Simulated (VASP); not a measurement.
# AlN (Fm-3m) in VASP: notebook

Runs on AlN. Level: PBE. Tasks: single point.

Everything below comes from runs of VASP 6.6.1. Logs are shortened: lines on timing, memory, paths and dates and some standing lists are left out, and cuts for length are marked.

### 1 The cell of the first run

Symmetry: Fm-3m, No. 225, cubic system. The conventional cell has a = 3.876 Å, b = 3.876 Å, c = 3.876 Å, α = 90.00°, β = 90.00°, γ = 90.00°. Within 2.6 Å of Al (site symmetry m-3m) lie 6 N at 1.94 Å. Within 2.6 Å of N (site symmetry m-3m) lie 6 Al at 1.94 Å.

### 2 Single point, PBE (strain -4.0%)

INCAR reads:

```
SYSTEM = AlN
PREC = Accurate
ENCUT = 520
EDIFF = 1E-6
ISMEAR = 0
SIGMA = 0.01
LREAL = .FALSE.
LASPH = .TRUE.
NELM = 80
ALGO = Normal
ISIF = 2
LWAVE = .FALSE.
LCHARG = .FALSE.
GGA = PE
NBANDS = 11
```

KPOINTS reads:

```
regular mesh
0
G
  6 6 6
  0 0 0
```

POSCAR reads:

```
AlN
1.0
    0.0000000000      1.9381137141      1.9381137141
    1.9381137141      0.0000000000      1.9381137141
    1.9381137141      1.9381137141      0.0000000000
Al N
1 1
Direct
    0.0000000000      0.0000000000      0.0000000000
    0.5000000000      0.5000000000      0.5000000000
```

Potentials or basis: VASP PAW PBE potentials, release 64 (Al, N).

Command:

```sh
$ cat potpaw_PBE.64/Al/POTCAR potpaw_PBE.64/N/POTCAR > POTCAR
$ mpirun -np 1 vasp_std > vasp.out
```

OUTCAR:

```text
SYSTEM = AlN
   PREC = Accurate
   ENCUT = 520
   EDIFF = 1E-6
   ISMEAR = 0
   LREAL = .FALSE.
   LASPH = .TRUE.
   NELM = 80
   ISIF = 2
   GGA = PE

 ion  position               nearest neighbor table
   1  0.000  0.000  0.000-   2 1.94   2 1.94   2 1.94   2 1.94   2 1.94   2 1.94
   2  0.500  0.500  0.500-   1 1.94   1 1.94   1 1.94   1 1.94   1 1.94   1 1.94

  LATTYP: Found a face centered cubic cell.
 ALAT       =     3.8762274282

  Lattice vectors:

 A1 = (   0.0000000000,   1.9381137141,   1.9381137141)
 A2 = (   1.9381137141,   0.0000000000,   1.9381137141)
 A3 = (   1.9381137141,   1.9381137141,   0.0000000000)

Analysis of symmetry for initial positions (statically):
=====================================================================
 Subroutine PRICEL returns:
 Original cell was already a primitive cell.

 Routine SETGRP: Setting up the symmetry group for a
 face centered cubic supercell.

 Subroutine GETGRP returns: Found 48 space group operations
 (whereof 48 operations were pure point group operations)
 out of a pool of 48 trial point group operations.

The static configuration has the point symmetry O_h .

Analysis of symmetry for dynamics (positions and initial velocities):
=====================================================================
 Subroutine PRICEL returns:
 Original cell was already a primitive cell.

 Routine SETGRP: Setting up the symmetry group for a
 face centered cubic supercell.

 Subroutine GETGRP returns: Found 48 space group operations
 (whereof 48 operations were pure point group operations)
 out of a pool of 48 trial point group operations.

The dynamic configuration has the point symmetry O_h .

 Subroutine INISYM returns: Found 48 space group operations
 (whereof 48 operations are pure point group operations),
 and found     1 'primitive' translations

----------------------------------------------------------------------------------------

                                     Primitive cell

  volume of cell :      14.5602

  direct lattice vectors                    reciprocal lattice vectors
     0.000000000  1.938113714  1.938113714    -0.257982799  0.257982799  0.257982799
     1.938113714  0.000000000  1.938113714     0.257982799 -0.257982799  0.257982799
     1.938113714  1.938113714  0.000000000     0.257982799  0.257982799 -0.257982799

  length of vectors
     2.740906700  2.740906700  2.740906700     0.446839315  0.446839315  0.446839315

  position of ions in fractional coordinates (direct lattice)
     0.000000000  0.000000000  0.000000000
     0.500000000  0.500000000  0.500000000

  ion indices of the primitive-cell ions
   primitive index   ion index
                 1           1
                 2           2

----------------------------------------------------------------------------------------

 KPOINTS: regular mesh

Automatic generation of k-mesh.
 Grid dimensions read from file:
 generate k-points for:    6    6    6

 Generating k-lattice:

  Cartesian coordinates                     Fractional coordinates (reciprocal lattice)
    -0.042997133  0.042997133  0.042997133     0.166666667  0.000000000  0.000000000
     0.042997133 -0.042997133  0.042997133     0.000000000  0.166666667  0.000000000
     0.042997133  0.042997133 -0.042997133     0.000000000  0.000000000  0.166666667

  Length of vectors
     0.074473219  0.074473219  0.074473219

  Shift w.r.t. Gamma in fractional coordinates (k-lattice)
     0.000000000  0.000000000  0.000000000

 Subroutine IBZKPT returns following result:
 ===========================================

 Found     16 irreducible k-points:

 Following reciprocal coordinates:
            Coordinates               Weight
  0.000000  0.000000  0.000000      1.000000
  0.166667  0.000000  0.000000      8.000000
  0.333333  0.000000  0.000000      8.000000
  0.500000  0.000000  0.000000      4.000000
  0.166667  0.166667  0.000000      6.000000
  0.333333  0.166667  0.000000     24.000000
[... 8 lines left out ...]
 -0.333333  0.333333  0.166667     24.000000
 -0.333333  0.500000  0.166667     12.000000
   k-points           NKPTS =     16   k-points in BZ     NKDIM =     16   number of bands    NBANDS=     11
   number of dos      NEDOS =    301   number of ions     NIONS =      2
   total plane-waves  NPLWV =   8000
   dimension x,y,z NGX =    20 NGY =   20 NGZ =   20
   dimension x,y,z NGXF=    40 NGYF=   40 NGZF=   40
   ions per type =               1   1
   NGX,Y,Z   is equivalent  to a cutoff of  12.13, 12.13, 12.13 a.u.
   NGXF,Y,Z  is equivalent  to a cutoff of  24.26, 24.26, 24.26 a.u.
 SYSTEM =  AlN
   PREC   = accura    normal or accurate (medium, high low for compatibility)
   ISTART =      0    job   : 0-new  1-cont  2-samecut
   ICHARG =      2    charge: 1-file 2-atom 10-const
   ISPIN  =      1    spin polarized calculation?
   LNONCOLLINEAR =      F non collinear calculations
   LSORBIT =      F    spin-orbit coupling
   LASPH  =      T    aspherical Exc in radial PAW
   ENCUT  =  520.0 eV  38.22 Ry    6.18 a.u.   5.10  5.10  5.10*2*pi/ulx,y,z
   NELM   =     80;   NELMIN=  2; NELMDL= -5     # of ELM steps
   EDIFF  = 0.1E-05   stopping-criterion for ELM
   LREAL  =      F    real-space projection
[... 7 lines left out ...]
   TEBEG  =    0.0;   TEEND  =   0.0 temperature during run
   PSTRESS=    0.0 pullay stress
   NELECT =       8.0000    total number of electrons
   NUPDOWN=      -1.0000    fix difference up-down
   EMIN   =  10.00;   EMAX   =-10.00  energy-range for DOS
   EFERMI =   0.00;   METHOD = LEGACY
   ISMEAR =     0;   SIGMA  =   0.01  broadening in eV -4-tet -1-fermi 0-gaus
   EFERMI_NEDOS =   21; number of points for ismear=-14 and -15
   IALGO  =     38    algorithm
   IMIX   =      4    mixing-type and parameters
     AMIX     =   0.40;   BMIX     =  1.00
     AMIX_MAG =   1.60;   BMIX_MAG =  1.00
  volume/ion in A,a.u.               =       7.28        49.13
  Fermi-wavevector in a.u.,A,eV,Ry     =   1.340856  2.533851 24.461855  1.797896
  Thomas-Fermi vector in A             =   2.469136
   LORBIT       =      0    0 simple, 1 ext, 2 COOP (PROOUT), +10 PAW based schemes
   GGA     = PE    functional components
   LHFCALC =     F    Hartree Fock is set to
   AEXX    =    0.0000 exact exchange contribution
   IVDW    =     0    specifies the selected vdW correction
   LEPSILON=     F    determine dielectric tensor
   LRPA    =     F    only Hartree local field effects (RPA)
 non-spin polarized calculation
 Gauss-broadening in eV      SIGMA  =   0.01
  energy-cutoff  :      520.00
  volume of cell :       14.56
 maximum number of plane-waves:       403
   NGX = 11   NGY = 11   NGZ = 11

 number of electron       7.9999997 magnetization

 Free energy of the ion-electron system (eV)
  ---------------------------------------------------
  ext. energy  EPLUGINS =         0.00000000
  ---------------------------------------------------
  free energy    TOTEN  =       -14.22918991 eV

  energy without entropy =      -14.22918991  energy(sigma->0) =      -14.22918991

 E-fermi :  11.7599     XC(G=0): -12.8909

 val. band max:       11.7007974680   @ k =   0.0000   0.0000   0.0000
 cond. band min:      16.7525851246   @ k =   0.5000   0.5000   0.0000
 fundamental gap:      5.0517876566
 Fermi energy:        11.7599373915

 k-point     1 :       0.0000    0.0000    0.0000
  band No.  band energies     occupation
      1      -7.0615      2.00000
      2      11.7008      2.00000
      3      11.7008      2.00000
      4      11.7008      2.00000
      5      19.3263      0.00000
      6      24.2623      0.00000
      7      24.2623      0.00000
      8      24.2623      0.00000
      9      29.7596      0.00000
     10      30.4335      0.00000
     11      30.4335      0.00000

 k-point     2 :       0.1667    0.0000    0.0000
  band No.  band energies     occupation
      1      -6.4277      2.00000
      2       9.1925      2.00000
      3      11.3140      2.00000
      4      11.3140      2.00000
      5      20.1283      0.00000
      6      23.1246      0.00000
      7      25.0277      0.00000
      8      25.0277      0.00000
      9      28.4892      0.00000
     10      28.4892      0.00000
     11      31.5643      0.00000

 k-point     3 :       0.3333    0.0000    0.0000
  band No.  band energies     occupation
      1      -4.7114      2.00000
      2       4.9598      2.00000
      3      10.6550      2.00000
      4      10.6550      2.00000
      5      19.1319      0.00000
      6      24.3691      0.00000
      7      24.3691      0.00000
      8      25.4015      0.00000
      9      30.0505      0.00000
     10      30.7188      0.00000
     11      30.7188      0.00000

 k-point     4 :       0.5000    0.0000    0.0000
  band No.  band energies     occupation
      1      -3.2714      2.00000
      2       2.5408      2.00000
      3      10.3668      2.00000
      4      10.3668      2.00000
      5      18.6626      0.00000
      6      23.7596      0.00000
      7      23.7596      0.00000
      8      26.9003      0.00000
      9      29.3413      0.00000
     10      33.8594      0.00000
     11      33.8594      0.00000

 k-point     5 :       0.1667    0.1667    0.0000
  band No.  band energies     occupation
      1      -6.2207      2.00000
      2       9.4929      2.00000
      3      10.6718      2.00000
      4      10.6718      2.00000
      5      20.9062      0.00000
      6      21.0718      0.00000
      7      25.3165      0.00000
      8      26.2318      0.00000
      9      26.2318      0.00000
     10      31.4051      0.00000
     11      34.3918      0.00000
[... 99 lines left out ...]
 k-point    13 :       0.5000    0.5000    0.0000
  band No.  band energies     occupation
      1      -2.1066      2.00000
      2       3.4279      2.00000
      3       8.5602      2.00000
      4       8.5603      2.00000
      5      16.7526      0.00000
      6      17.5945      0.00000
      7      27.3708      0.00000
      8      31.0471      0.00000
      9      31.0471      0.00000
     10      36.3660      0.00000
     11      40.6381      0.00000

 k-point    14 :       0.5000    0.3333    0.1667
  band No.  band energies     occupation
      1      -3.4103      2.00000
      2       5.1824      2.00000
      3       7.3024      2.00000
      4       9.2856      2.00000
      5      20.9678      0.00000
      6      21.3701      0.00000
      7      23.1953      0.00000
      8      27.3926      0.00000
      9      29.9818      0.00000
     10      33.9206      0.00000
     11      37.5482      0.00000

 k-point    15 :      -0.3333    0.3333    0.1667
  band No.  band energies     occupation
      1      -2.3334      2.00000
      2       4.1597      2.00000
      3       6.3729      2.00000
      4       8.6681      2.00000
      5      21.0328      0.00000
      6      21.9320      0.00000
      7      24.3722      0.00000
      8      26.3090      0.00000
      9      31.3296      0.00000
     10      32.7451      0.00000
     11      38.4718      0.00000

 k-point    16 :      -0.3333    0.5000    0.1667
  band No.  band energies     occupation
      1      -1.9594      2.00000
      2       4.2621      2.00000
      3       6.5686      2.00000
      4       7.6929      2.00000
      5      19.9896      0.00000
      6      20.2589      0.00000
      7      25.5330      0.00000
      8      27.0726      0.00000
      9      31.7401      0.00000
     10      35.0813      0.00000
     11      38.7475      0.00000

------------------------ aborting loop because EDIFF is reached ----------------------------------------

  FORCE on cell =-STRESS in cart. coord.  units (eV):
  Direction    XX          YY          ZZ          XY          YZ          ZX
  --------------------------------------------------------------------------------------
  -------------------------------------------------------------------------------------
  Total        4.4583631      4.4583631      4.4583631     -0.0000000      0.0000000     -0.0000000
  in kB      490.5895126    490.5895126    490.5895126     -0.0000000      0.0000000     -0.0000000
  external PRESSURE =     490.5895126 kB  Pullay stress =       0.0000000 kB

 VOLUME and BASIS-vectors are now :
 -----------------------------------------------------------------------------
  energy-cutoff  :      520.00
  volume of cell :       14.56
      direct lattice vectors                 reciprocal lattice vectors
     0.000000000  1.938113714  1.938113714    -0.257982799  0.257982799  0.257982799
     1.938113714  0.000000000  1.938113714     0.257982799 -0.257982799  0.257982799
     1.938113714  1.938113714  0.000000000     0.257982799  0.257982799 -0.257982799

 POSITION                                       TOTAL-FORCE (eV/Angst)
 -----------------------------------------------------------------------------------
      0.00000      0.00000      0.00000        -0.000000     -0.000000     -0.000000
      1.93811      1.93811      1.93811         0.000000      0.000000      0.000000
 -----------------------------------------------------------------------------------
    total drift:                                0.000000      0.000000      0.000000

  FREE ENERGIE OF THE ION-ELECTRON SYSTEM (eV)
  ---------------------------------------------------
  free  energy   TOTEN  =       -14.2291899069 eV

  energy  without entropy=      -14.2291899069  energy(sigma->0) =      -14.22918991
```

Run time: 3.9 s. Hardware: 1 thread of Intel Xeon Platinum 8488C (Sapphire Rapids), shared host; peak memory 0.12 GiB.

Results:

- Free energy: -14.2292 eV
- Pressure: 49.1 GPa
- Band gap on the k mesh: 5.05 eV (least direct gap 7.63 eV)

Levels at points of the mesh, in eV from the valence-band top:
```tsv
k point	band 1	band 2	band 3	band 4	band 5	band 6	band 7	band 8
(0.00, 0.00, 0.00)	-18.76	0.00	0.00	0.00	7.63	12.56	12.56	12.56
(0.50, 0.00, 0.00)	-14.97	-9.16	-1.33	-1.33	6.96	12.06	12.06	15.20
(0.50, 0.50, 0.00)	-13.81	-8.27	-3.14	-3.14	5.05	5.89	15.67	19.35
```

Caveat: the k points lie up to 0.47 Å⁻¹ apart; the cell differs from its parent crystal (strain -4.0%); the structure was generated, so it needn't be the stable form of AlN. A k mesh can miss the band edges.

### 3 Single point, PBE (strain -3.0%)

INCAR reads:

```
SYSTEM = AlN
PREC     = Accurate       ! precision mode
ENCUT    = 520            ! plane-wave cutoff, eV
EDIFF    = 1E-6           ! SCF threshold, eV
ISMEAR   = 0              ! smearing method
SIGMA    = 0.01           ! smearing width, eV
LREAL    = .False.        ! projectors in reciprocal space
LASPH    = .True.         ! aspherical terms in the spheres
NELM     = 60             ! most SCF steps
ALGO     = Normal         ! electronic algorithm
ISIF     = 2              ! what is computed and relaxed
LWAVE    = .False.        ! write WAVECAR
LCHARG   = .False.        ! write CHGCAR
GGA      = PE             ! functional
NBANDS   = 11             ! bands
```

KPOINTS reads:

```
Automatic mesh
0
Gamma
  6 6 6
  0 0 0
```

POSCAR reads:

```
AlN
1.0
    0.0000000000      1.9583023986      1.9583023986
    1.9583023986      0.0000000000      1.9583023986
    1.9583023986      1.9583023986      0.0000000000
Al N
1 1
Direct
    0.0000000000      0.0000000000      0.0000000000
    0.5000000000      0.5000000000      0.5000000000
```

Potentials or basis: VASP PAW PBE potentials, release 64 (Al, N).

Command:

```sh
$ cat potpaw_PBE.64/Al/POTCAR potpaw_PBE.64/N/POTCAR > POTCAR
$ mpirun -np 1 vasp_std > vasp.out
```

Run time: 4.5 s. Hardware: 1 thread of Intel Xeon Platinum 8488C (Sapphire Rapids), shared host; peak memory 0.13 GiB.

Results (log left out):

```yaml
Free_energy: -14.3517 eV
Pressure: 36.3 GPa
Band_gap_on_the_k_mesh: 5.12 eV (least direct gap 7.12 eV)
```

Levels at points of the mesh, in eV from the valence-band top:
```tsv
k point	band 1	band 2	band 3	band 4	band 5	band 6	band 7	band 8	band 9
(0.00, 0.00, 0.00)	-18.45	0.00	0.00	0.00	7.12	12.47	12.47	12.47	17.87
(0.50, 0.00, 0.00)	-14.80	-8.94	-1.27	-1.27	6.75	11.79	11.79	14.74	17.22
(0.50, 0.50, 0.00)	-13.68	-8.05	-3.05	-3.05	5.12	5.56	15.26	18.81	18.81
```

Caveat: the k points lie up to 0.46 Å⁻¹ apart; the cell differs from its parent crystal (strain -3.0%); the structure was generated, so it needn't be the stable form of AlN. A k mesh can miss the band edges.

### 4 Single point, PBE

This run uses another cell than the first one, of 8.23 Å³/atom.

INCAR reads:

```
PREC = Accurate
ENCUT = 520
EDIFF = 1E-6
ISMEAR = 0
SIGMA = 0.01
LREAL = F
LASPH = T
NELM = 100
ALGO = Normal
ISIF = 2
LWAVE = F
LCHARG = T
GGA = PE
LELF = T
LVHAR = T
NBANDS = 11
```

KPOINTS reads:

```
Automatic mesh
0
Gamma
  6 6 6
```

POSCAR reads:

```
AlN
1.0
    0.0000000000      2.0188684521      2.0188684521
    2.0188684521      0.0000000000      2.0188684521
    2.0188684521      2.0188684521      0.0000000000
Al N
1 1
Direct
    0.0000000000      0.0000000000      0.0000000000
    0.5000000000      0.5000000000      0.5000000000
```

Command:

```sh
$ cat potpaw_PBE.64/Al/POTCAR potpaw_PBE.64/N/POTCAR > POTCAR
$ mpirun -np 1 vasp_std > vasp.out
```

Run time: 4.8 s. Hardware: 1 thread of Intel Xeon Platinum 8488C (Sapphire Rapids), shared host; peak memory 0.12 GiB.

Results (log left out):

| Property | Result |
| --- | --- |
| Free energy | -14.5332 eV |
| Pressure | 6.1 GPa |
| Band gap on the k mesh | 4.64 eV (least direct gap 5.74 eV) |

Levels at points of the mesh, in eV from the valence-band top:
```
           k point  band 2  band 3  band 4  band 5  band 6  band 7
(0.00, 0.00, 0.00)    0.00    0.00    0.00    5.74   12.18   12.18
(0.50, 0.00, 0.00)   -8.33   -1.08   -1.08    6.16   11.03   11.03
(0.50, 0.50, 0.00)   -7.41   -2.81   -2.81    4.64    5.29   14.10
```

Caveat: the k points lie up to 0.45 Å⁻¹ apart; the structure was generated, so it needn't be the stable form of AlN. A k mesh can miss the band edges.

### 5 The runs side by side

| cell | gap on the mesh (eV) | pressure (GPa) |
| --- | --- | --- |
| a = 2.741 Å, angles 60.0°, 2 atoms | 5.05 | 49.1 |
| a = 2.769 Å, angles 60.0°, 2 atoms | 5.12 | 36.3 |
| a = 2.855 Å, angles 60.0°, 2 atoms | 4.64 | 6.1 |

Alike in all rows: task single point; level PBE; potentials or basis VASP PAW PBE potentials, release 64 (Al, N); no spin polarisation; k mesh 6 × 6 × 6; cutoff (eV) 520; smearing gaussian 0.01 eV.

Caveats: all runs use coarse meshes; the structure was generated, so it needn't be the stable form of AlN.

Absolute energies hang on the potentials; compare differences alone.
